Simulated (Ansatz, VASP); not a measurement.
## One calculation of Ga3Se2, two programs

```
Ga Se
1.0
     4.80013    0.00000    0.00000
    -2.40006    4.15703    0.00000
     0.00000    0.00000    6.19516
Ga Se
3 2
Direct
  0.00000 0.00000 0.00000
  0.33333 0.66667 0.68633
  0.66667 0.33333 0.31367
  0.33333 0.66667 0.24928
  0.66667 0.33333 0.75072
```

Alike in both runs: functional PBE; k mesh 6 × 6 × 4; occupations gaussian, width 0.1 eV; no spin polarisation.

Ansatz relaxed the structure, and its values are those at the end. VASP's run is a single point on that final structure, the one shown.

|  | VASP | Ansatz |
| --- | --- | --- |
| version | VASP 6.6.1 | Ansatz 0.2.0 |
| potentials or method | VASP PAW PBE potentials, release 64 (Ga_d, Se), cutoff 520 eV | scalar-relativistic, plane waves, PAW |
| valence electrons in the cell | 51 | 71 |

```tsv
	VASP	Ansatz	Ansatz less VASP
gap on the k mesh at the Fermi level (eV)	none	none	-
pressure (GPa)	0.0	0.0	-0.04
rms of the force components (eV/Å)	0.007	0.004	-0.0023
```

A gap of «none» marks a metal or a gap that the smearing closes. With one functional, cell and mesh, what is left measures potentials, basis and numerics. VASP's potentials hold 51 valence electrons a cell and Ansatz's 71, so a difference there can come from the potentials and not from the codes.
